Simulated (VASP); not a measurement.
Crystal: Se.

```
CELL_PARAMETERS angstrom
4.97645 0.00000 0.00000
-2.48822 4.30973 0.00000
0.00000 0.00000 3.05056
ATOMIC_POSITIONS crystal
Se 0.00000 0.00000 0.00000
Se 0.33333 0.66667 0.50000
Se 0.66667 0.33333 0.50000
```

```yaml
Program: VASP 6.6.1
Task: relaxation of cell and atoms
Functional: PBEsol
Potentials_or_basis: VASP PAW PBE potentials, release 64 (Se)
Cutoff: 600 eV
k_mesh: 7 × 7 × 10
Occupations: fermi-dirac, width 0.1 eV
Spin: no spin polarisation
```

At the start: pressure -7.0 GPa; volume 21.81 Å³/atom.

Question: How do energy, volume and symmetry change on relaxing?

Answer: Over 21 steps the energy falls by 61.0 meV/atom and the volume is 19.81 Å³/atom (-9.2 %); space group P6/mmm (No. 191, to 0.05 Å).

The path:
| step | energy change (eV) | largest force (eV/Å) | pressure (GPa) | volume (Å³) |
| --- | --- | --- | --- | --- |
| 1 | 0.0000 | 0.0000 | -6.98 | 65.43 |
| 2 | -0.1421 | 0.0000 | 3.06 | 56.84 |
| 3 | -0.1601 | 0.0000 | 0.02 | 58.78 |
| 4 | -0.1600 | 0.0000 | -0.16 | 58.91 |
| 5 | -0.1605 | 0.0000 | -0.15 | 58.90 |
| 6 | -0.1627 | 0.0000 | -0.10 | 58.89 |
| 7 | -0.1689 | 0.0000 | 0.06 | 58.84 |
| 8 | -0.1800 | 0.0000 | 0.66 | 58.72 |
| 9 | -0.1563 | 0.0000 | 2.92 | 58.30 |
| 10 | -0.1807 | 0.0000 | 1.01 | 58.65 |
| 11 | -0.1809 | 0.0000 | 0.93 | 58.67 |
| 12 | -0.1811 | 0.0000 | 0.90 | 58.71 |
| 13 | -0.1816 | 0.0000 | 0.81 | 58.84 |
| 14 | -0.1818 | 0.0000 | 0.64 | 59.09 |
| 15 | -0.1821 | 0.0000 | 0.51 | 59.16 |
| 16 | -0.1828 | 0.0000 | 0.15 | 59.37 |
| 17 | -0.1823 | 0.0000 | -0.55 | 59.79 |
| 18 | -0.1829 | 0.0000 | -0.05 | 59.49 |
| 19 | -0.1829 | 0.0000 | -0.06 | 59.48 |
| 20 | -0.1830 | 0.0000 | -0.04 | 59.46 |
| 21 | -0.1830 | 0.0000 | -0.03 | 59.43 |

Final structure:
```xyz
3
Lattice="4.6781 0.0000 0.0000 -2.3390 4.0513 0.0000 0.0000 0.0000 3.1358" Properties=species:S:1:pos:R:3 pbc="T T T"
Se    0.0000    0.0000    0.0000
Se    0.0000    2.7009    1.5679
Se    2.3390    1.3504    1.5679
```

Caveat: the PAW data sets were made with another functional, which shifts forces and pressure a little.
